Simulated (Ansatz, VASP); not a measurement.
## One calculation of BN, two programs

The input INCAR:

```
  PREC = Accurate
  ENCUT = 520
  EDIFF = 1E-6
  ISMEAR = -1
  SIGMA = 0.03
  LREAL = F
  LASPH = T
  NELM = 100
  ALGO = Normal
  ISIF = 2
  LWAVE = F
  LCHARG = F
  GGA = PS
  NBANDS = 11
```

File KPOINTS:

```
Automatic mesh
0
Gamma
  13 13 13
```

The input POSCAR:

```
BN
1.0
   -0.0180750000      1.7984625000      1.7984625000
    1.7984625000     -0.0180750000      1.7984625000
    1.7984625000      1.7984625000     -0.0180750000
B N
1 1
Direct
    0.0000000000      0.0000000000      0.0000000000
    0.7500000000      0.7500000000      0.7500000000
```

Input for Ansatz:

```yaml
crystal:
  lattice:
    - [-0.018075, 1.7984625, 1.7984625]
    - [1.7984625, -0.018075, 1.7984625]
    - [1.7984625, 1.7984625, -0.018075]
  atoms:
    - { symbol: B, position: [0.0, 0.0, 0.0] }
    - { symbol: "N", position: [0.75, 0.75, 0.75] }
kpoints:
  mp_grid: { grid: [13, 13, 13] }
  band_path:
    path:
      - [0.0, 0.0, 0.0]
      - [0.5, 0.5, 0.5]
      - [0.2525443832, 0.5, 0.7474556168]
      - [-0.2525443832, 0.2525443832, 0.5]
      - [0.0, 0.0, 0.5]
      - [0.0, 0.0, 0.0]
      - [-0.3762721916, 0.0, 0.3762721916]
      - [0.0, 0.3762721916, 0.6237278084]
      - [0.0, 0.5, 0.5]
    npoints: 5
scf:
  occupations: { method: fermi_dirac, width: 0.03 }
hamiltonian:
  xc: pbesol
  pseudopotentials: { kind: all_electron, lapw: { basis_error: 0.001 } }
output:
  forces: true
  stress: true
  eigenvalues: true
```

Change from the starting cell: equal xy, yz and zx shear strains of -1 %.

Alike in both runs: task single point; functional PBEsol; k mesh 13 × 13 × 13; occupations fermi-dirac, width 0.03 eV; no spin polarisation.

```csv
,VASP,Ansatz
version,VASP 6.6.1,Ansatz 0.2.0
potentials or method,"VASP PAW PBE potentials, release 64 (B, N), cutoff 520 eV","all-electron LAPW, scalar-relativistic"
```

```csv
,VASP,Ansatz,Ansatz less VASP
gap on the k mesh at the Fermi level (eV),4.31,4.32,+0.008
pressure (GPa),-2.2,-2.8,-0.58
"traceless stress, the component that is largest in VASP (GPa)",4.59,4.55,-0.035
rms of the force components (eV/Å),0.029,0.027,-0.0023
```

VASP's potentials were made for PBE, not for PBEsol. Atom by atom the forces differ by 0.002 eV/Å (rms over components). Ansatz ran all-electron here, and VASP with PAW potentials.
